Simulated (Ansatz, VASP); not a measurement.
**Rh in VASP and in Ansatz**

```
CELL_PARAMETERS angstrom
2.72486 0.00000 0.00000
-1.36243 2.35980 0.00000
0.00000 0.00000 4.10450
ATOMIC_POSITIONS crystal
Rh 0.66667 0.33333 0.75000
Rh 0.33333 0.66667 0.25000
```

Alike in both runs: task single point; functional PBE; k mesh 18 × 18 × 10; occupations gaussian, width 0.15 eV; no spin polarisation.

```csv
,VASP,Ansatz
version,VASP 6.6.1,Ansatz 0.2.0
potentials or method,"VASP PAW PBE potentials, release 64 (Rh_pv), cutoff 520 eV","scalar-relativistic, plane waves, PAW"
valence electrons in the cell,30,34
```

```csv
,VASP,Ansatz,Ansatz less VASP
gap on the k mesh at the Fermi level (eV),none,none,-
pressure (GPa),22.1,22.2,+0.04
"traceless stress, the component that is largest in VASP (GPa)",15.07,15.07,-0.004
```

A gap of «none» marks a metal or a gap that the smearing closes. With one functional, cell and mesh, what is left measures potentials, basis and numerics. VASP's potentials hold 30 valence electrons a cell and Ansatz's 34, so a difference there can come from the potentials and not from the codes.
